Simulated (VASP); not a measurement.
SrCl2: single point with PBEsol

Crystal: SrCl2.

```xyz
3
Lattice="0.0000 3.4855 3.4855 3.4855 0.0000 3.4855 3.4855 3.4855 0.0000" Properties=species:S:1:pos:R:3 pbc="T T T"
Sr    0.0000    0.0000    0.0000
Cl    1.7573    1.7805    1.7133
Cl    5.2137    5.1905    5.2577
```

This cell differs from its parent crystal: atoms displaced along a vibrational mode.

```yaml
Program: VASP 6.6.1
Task: single point
Functional: PBEsol
Potentials_or_basis: VASP PAW PBE potentials, release 64 (Sr_sv, Cl)
Cutoff: 520 eV
k_mesh: 6 × 6 × 6
Occupations: gaussian, width 0.05 eV
Spin: no spin polarisation
Dipole_correction: no
Further_INCAR_settings: ALGO = Normal; EDIFF = 1e-07; NBANDS = 19
```

The pressure is -0.8 GPa and the largest force is 0.202 eV/Å. The band gap on the k mesh is 5.13 eV (least direct gap 5.36 eV).

Forces in eV/Å, atoms in the order of the input:
```
Sr   0.000  0.000  0.000
Cl  -0.064 -0.151  0.119
Cl   0.064  0.151 -0.119
```

Stress tensor (GPa, compression positive):
```
-0.82  0.25 -0.32
 0.25 -0.78 -0.13
-0.32 -0.13 -0.80
```

Levels at points of the mesh, in eV from the valence-band top:
```tsv
k point	band 8	band 9	band 10	band 11	band 12	band 13	band 14	band 15	band 16	band 17
(0.00, 0.00, 0.00)	-2.18	-2.16	-0.35	-0.35	-0.34	5.13	5.97	5.97	8.88	8.88
(0.50, 0.00, 0.00)	-1.63	-1.46	-1.38	-1.14	-0.98	6.53	6.67	7.42	7.70	8.44
(0.00, 0.50, 0.00)	-1.66	-1.47	-1.39	-1.09	-0.96	6.56	6.67	7.47	7.76	8.49
(0.00, 0.00, 0.50)	-1.53	-1.49	-1.33	-1.18	-1.12	6.56	6.60	7.31	7.62	8.40
(0.50, 0.50, 0.50)	-1.63	-1.47	-1.38	-1.13	-0.97	6.54	6.67	7.44	7.72	8.45
(0.50, 0.50, 0.00)	-1.93	-1.92	-0.46	-0.38	0.00	5.36	6.92	7.51	7.88	8.01
(0.00, 0.50, 0.50)	-1.93	-1.92	-0.44	-0.40	-0.01	5.36	6.92	7.50	7.91	7.97
(0.50, 0.00, 0.50)	-1.93	-1.92	-0.47	-0.38	0.00	5.36	6.92	7.51	7.86	8.03
```

Wall time 6.5 min on 1 thread of Oxide Virtual Turin-like Processor, with other jobs on the host, peak memory 0.31 GiB.

Caveat: the cell differs from its parent crystal (atoms displaced along a vibrational mode); the PAW data sets were made with another functional, which shifts forces and pressure a little. A k mesh can miss the band edges.
